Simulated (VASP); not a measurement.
A run of VASP 6.6.1 is set up as follows.

Contents of INCAR:

```
SYSTEM = ReS2
PREC     = Accurate       ! precision mode
ENCUT    = 520            ! plane-wave cutoff, eV
EDIFF    = 1E-7           ! SCF threshold, eV
ISMEAR   = 0              ! smearing method
SIGMA    = 0.01           ! smearing width, eV
LREAL    = Auto         
LASPH    = .TRUE.         ! aspherical terms in the spheres
NELM     = 60             ! most SCF steps
ALGO     = Normal         ! electronic algorithm
ISIF     = 2              ! what is computed and relaxed
LWAVE    = .FALSE.        ! write WAVECAR
LCHARG   = .FALSE.        ! write CHGCAR
GGA      = CA             ! functional
NBANDS   = 94             ! bands
LUSENCCL = .FALSE.
```

The input KPOINTS:

```
regular mesh
0
G
  4 4 1
  0 0 0
```

The input POSCAR:

```
ReS2
1.0
    6.2947833870     -0.0068853449      0.0000000000
    3.0850898013      5.6056414112      0.0000000000
    0.0000000000      0.0000000000     23.0000000000
Re S
8 16
Direct
    0.0249682396      0.3952482221      0.3672545962
    0.1476678057      0.7697501180      0.3717468145
    0.5982520697      0.3681630236      0.3688594974
    0.5741957105      0.7969395654      0.3701382627
    0.3831451632      0.2007262035      0.6282532419
    0.5058447109      0.5752281886      0.6327454119
    0.9566172947      0.1735367993      0.6298617357
    0.9325608969      0.6023133185      0.6311404438
    0.7699609178      0.9866029986      0.3185078995
    0.2313034006      1.0182394443      0.3112593105
   -0.0586882740      1.1466195415      0.4276093906
   -0.0982598674      0.6890117552      0.4372315457
    0.4026013266      1.1783841851      0.4205468756
    0.7311511162      0.5244455803      0.2941436960
    0.4411078490      0.6407799569      0.4448964174
    0.2705391354      0.4769801399      0.3018246388
    1.1282115720      0.7920921920      0.5794531042
    0.5895010840      0.8238569321      0.5723906173
    0.2995094713      0.9522369469      0.6887407461
    0.2602738177      0.4934967403      0.6981753177
    0.7608520032      0.9838732308      0.6814921120
    1.0897052572      0.3296963462      0.5551035678
    0.7996619133      0.4460307673      0.7058562694
    0.6290728151      0.2814644167      0.5627684872
```

Potentials or basis: VASP PAW LDA potentials, release 64 (Re, S).

The run is started by

```sh
$ cat potpaw_LDA.64/Re/POTCAR potpaw_LDA.64/S/POTCAR > POTCAR
$ mpirun -np 1 vasp_std > vasp.out
```

(1) Estimate the largest force.

(2) Estimate the band gap on the k mesh.

Results:

(1) 0.166 eV/Å.

(2) 1.33 eV.

Caveat: spin-orbit coupling is left out, which moves the levels of the heavy elements.
